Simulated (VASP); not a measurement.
**TeW3: single point with PBE**

TeW3:

```
Te W
1.0
    -1.96235    1.96235    4.47724
     1.96235   -1.96235    4.47724
     1.96235    1.96235   -4.47724
Te W
1 3
Direct
  0.00000 0.00000 0.00000
  0.50000 0.50000 0.00000
  0.25000 0.75000 0.50000
  0.75000 0.25000 0.50000
```

```yaml
Program: VASP 6.6.1
Task: single point
Functional: PBE
Potentials_or_basis: VASP PAW PBE potentials, release 64 (Te, W_sv)
Cutoff: 520 eV
k_mesh: 16 × 16 × 16
Occupations: gaussian, width 0.1 eV
Spin: no spin polarisation
```

| Property | Result |
| --- | --- |
| Pressure | 0.2 GPa |
| Band gap on the k mesh | zero (bands 24 and 25 overlap by 0.75 eV) |

Stress tensor (GPa, compression positive):
```
0.24 0.00 0.00
0.00 0.24 0.00
0.00 0.00 0.16
```

Levels at points of the mesh, in eV from the Fermi level:
```tsv
k point	band 22	band 23	band 24	band 25	band 26	band 27
(0.00, 0.00, 0.00)	-1.57	-1.57	-0.47	-0.10	1.40	1.40
(0.50, 0.00, 0.00)	-1.29	-1.21	-0.48	-0.04	0.08	0.36
(0.50, 0.50, 0.00)	-1.75	-0.56	-0.18	0.43	0.46	0.55
(0.50, 0.50, 0.50)	-2.95	-1.19	0.07	1.40	1.40	2.28
```

It took 16 min on 1 thread of Intel(R) Xeon(R) Platinum 8488C (Sapphire Rapids), with other jobs on the host, peak memory 0.72 GiB.

Caveat: spin-orbit coupling is left out, which moves the levels of the heavy elements.
